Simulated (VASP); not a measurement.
The system is ZnO.

```
Zn O
1.0
     4.04166    0.00000    0.00000
     0.00000    4.04166    0.00000
     0.00000    0.00000    3.45397
Zn O
1 1
Direct
  0.00000 0.00000 0.00000
  0.00000 0.00000 0.50000
```

The cell was built from a structure type or drawn by symmetry, and may not be a known phase.

- Program: VASP 6.6.1
- Task: relaxation of cell and atoms
- Functional: PBE
- Potentials or basis: VASP PAW PBE potentials, release 64 (Zn, O)
- Cutoff: 600 eV
- k mesh: 8 × 8 × 8
- Occupations: gaussian, width 0.02 eV
- Spin: no spin polarisation

At the start: pressure 0.8 GPa; volume 28.21 Å³/atom.

Question: How do energy, volume and symmetry change on relaxing?

Answer: Over 18 steps the energy falls by 5.9 meV/atom and the volume is 35.29 Å³/atom (+25.1 %); space group P4/mmm (No. 123, to 0.1 Å) before and after.

The path:
| step | energy change (eV) | largest force (eV/Å) | pressure (GPa) | volume (Å³) |
| --- | --- | --- | --- | --- |
| 1 | 0.0000 | 0.0000 | 0.82 | 56.42 |
| 2 | 0.0099 | 0.0000 | -1.59 | 57.61 |
| 3 | -0.0016 | 0.0000 | 0.11 | 56.74 |
| 4 | -0.0016 | 0.0000 | 0.17 | 56.73 |
| 5 | -0.0020 | 0.0000 | 0.15 | 56.97 |
| 6 | -0.0030 | 0.0000 | 0.11 | 57.68 |
| 7 | -0.0047 | 0.0000 | 0.05 | 59.12 |
| 8 | -0.0077 | 0.0000 | -0.09 | 62.05 |
| 9 | -0.0110 | 0.0000 | -0.29 | 68.13 |
| 10 | -0.0115 | 0.0000 | -0.10 | 68.38 |
| 11 | -0.0116 | 0.0000 | 0.02 | 68.59 |
| 12 | -0.0115 | 0.0000 | 0.25 | 69.00 |
| 13 | -0.0117 | 0.0000 | 0.10 | 68.72 |
| 14 | -0.0117 | 0.0000 | 0.10 | 68.85 |
| 15 | -0.0117 | 0.0000 | 0.11 | 69.23 |
| 16 | -0.0117 | 0.0000 | 0.13 | 70.00 |
| 17 | -0.0118 | 0.0000 | 0.08 | 70.22 |
| 18 | -0.0118 | 0.0000 | -0.01 | 70.58 |

Final structure:
```
CELL_PARAMETERS angstrom
4.50837 0.00000 0.00000
0.00000 4.50837 0.00000
0.00000 0.00000 3.47237
ATOMIC_POSITIONS crystal
Zn 0.00000 0.00000 0.00000
O 0.00000 0.00000 0.50000
```

Caveat: the volume moved by over 15 % at a fixed basis, so the end points are rough.
